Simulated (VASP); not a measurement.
V2F: single point with PBE

V2F:

```
CELL_PARAMETERS angstrom
2.98497 0.00000 0.00000
-1.49249 2.58506 0.00000
0.00000 0.00000 4.87444
ATOMIC_POSITIONS crystal
F 0.00000 0.00000 0.00000
V 0.33333 0.66667 0.25000
V 0.66667 0.33333 0.75000
```

- Program: VASP 6.6.1
- Task: single point
- Functional: PBE
- Potentials or basis: VASP PAW PBE potentials, release 64 (F, V_sv)
- Cutoff: 600 eV
- k mesh: 7 × 7 × 4
- Occupations: fermi-dirac, width 0.05 eV
- Spin: collinear spin, antiferromagnetic start
- Starting moments: [0.0, 1.0, -1.0] μB
- Dipole correction: no
- Further INCAR settings: ALGO = Normal; EDIFF = 1e-06; NBANDS = 28

```
Pressure                                              : 1.5 GPa
Largest force                                         : 2.673 eV/Å
Net moment                                            : 0.00 μB per cell
Site moments                                          : F +0.00; V +1.05, -1.05 μB
Valence electrons inside the program's atomic spheres : F 6.14; V 11.42
```

Forces on the atoms (eV/Å):
```
F    0.000  0.000  0.000
V    0.000  0.000  2.673
V    0.000  0.000 -2.673
```

Stress tensor (GPa, compression positive):
```
 4.83  0.00  0.00
 0.00  4.83  0.00
 0.00  0.00 -5.28
```

Levels at points of the mesh, in eV from the Fermi level:
Spin up:
| k point | band 12 | band 13 | band 14 | band 15 | band 16 | band 17 | band 18 | band 19 | band 20 | band 21 |
| --- | --- | --- | --- | --- | --- | --- | --- | --- | --- | --- |
| (0.00, 0.00, 0.00) | -10.04 | -4.84 | -1.66 | -0.68 | -0.68 | -0.63 | -0.06 | -0.06 | 0.53 | 0.53 |
| (0.00, 0.00, 0.50) | -10.05 | -3.35 | -2.29 | -0.89 | -0.89 | -0.59 | -0.01 | 0.52 | 0.52 | 0.70 |
Spin down:
```
           k point  band 12  band 13  band 14  band 15  band 16  band 17  band 18  band 19  band 20  band 21
(0.00, 0.00, 0.00)   -10.04    -4.84    -1.66    -0.68    -0.68    -0.63    -0.06    -0.06     0.53     0.53
(0.00, 0.00, 0.50)   -10.05    -3.35    -2.29    -0.89    -0.89    -0.59    -0.01     0.52     0.52     0.70
```

It took 66 s on 1 thread of AMD EPYC 9R45 96-Core Processor (Zen 5) (shared host), peak memory 0.18 GiB.

Caveat: forces of over 1 eV/Å act on the atoms, so gaps and moduli don't describe the material at rest. With open d or f shells a metallic result of PBE can be an artefact of self-interaction; +U or a hybrid may open a gap.
